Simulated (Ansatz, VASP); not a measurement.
# Two plane-wave programs on Cd2HgTe3

File INCAR:

```
ALGO = Normal
EDIFF = 1E-7
ENCUT = 520
GGA = PE
ISIF = 2
ISMEAR = 0
LASPH = True
LCHARG = False
LREAL = False
LWAVE = False
NBANDS = 36
NELM = 60
PREC = Accurate
SIGMA = 0.1
```

The input KPOINTS:

```
k-points
0
Gamma
  6 6 2
```

POSCAR

```
Cd2HgTe3
1.0
    4.3839746200      0.0000000000      0.0000000000
   -2.1919873100      3.7966333900      0.0000000000
    0.0000000000      0.0000000000     10.7385008600
Cd Hg Te
2 1 3
Direct
    0.3333333300      0.6666666700      0.6666666700
    0.6666666700      0.3333333300      0.3333333300
    0.0000000000      0.0000000000      0.0000000000
    0.3333333300      0.6666666700      0.9166666700
    0.6666666700      0.3333333300      0.5833333300
    0.0000000000      0.0000000000      0.2500000000
```

Input for Ansatz:

```yaml
crystal:
  lattice:
    - [4.38397462, 0.0, 0.0]
    - [-2.19198731, 3.79663339, 0.0]
    - [0.0, 0.0, 10.73850086]
  atoms:
    - { symbol: Cd, position: [0.33333333, 0.66666667, 0.66666667] }
    - { symbol: Cd, position: [0.66666667, 0.33333333, 0.33333333] }
    - { symbol: Hg, position: [0.0, 0.0, 0.0] }
    - { symbol: Te, position: [0.33333333, 0.66666667, 0.91666667] }
    - { symbol: Te, position: [0.66666667, 0.33333333, 0.58333333] }
    - { symbol: Te, position: [0.0, 0.0, 0.25] }
basis:
  ecutwfc: 420
kpoints:
  mp_grid: { grid: [6, 6, 2] }
hamiltonian:
  xc: pbe
scf:
  occupations: { method: gaussian, width: 0.1 }
  lower_state_search: "off"
output:
  forces: true
  stress: true
  eigenvalues: true
```

Alike in both runs: task single point; functional PBE; k mesh 6 × 6 × 2; occupations gaussian, width 0.1 eV; no spin polarisation.

```csv
,VASP,Ansatz
version,VASP 6.6.1,Ansatz 0.2.0
potentials or method,"VASP PAW PBE potentials, release 64 (Cd, Hg, Te), cutoff 520 eV","scalar-relativistic, plane waves, PAW"
valence electrons in the cell,54,108
```

|  | VASP | Ansatz | Ansatz less VASP |
| --- | --- | --- | --- |
| gap on the k mesh at the Fermi level (eV) | 0.45 | 0.45 | -0.001 |
| least direct gap on the mesh (eV) | 0.45 | 0.45 | -0.001 |
| pressure (GPa) | 11.7 | 11.5 | -0.21 |
| traceless stress, the component that is largest in VASP (GPa) | -0.06 | -0.06 | 0.000 |
| rms of the force components (eV/Å) | 0.052 | 0.052 | +0.0006 |

Atom by atom the forces differ by 0.001 eV/Å (rms over components). VASP's potentials hold 54 valence electrons a cell and Ansatz's 108, so a difference there can come from the potentials and not from the codes.

Neither program's run includes spin-orbit coupling.
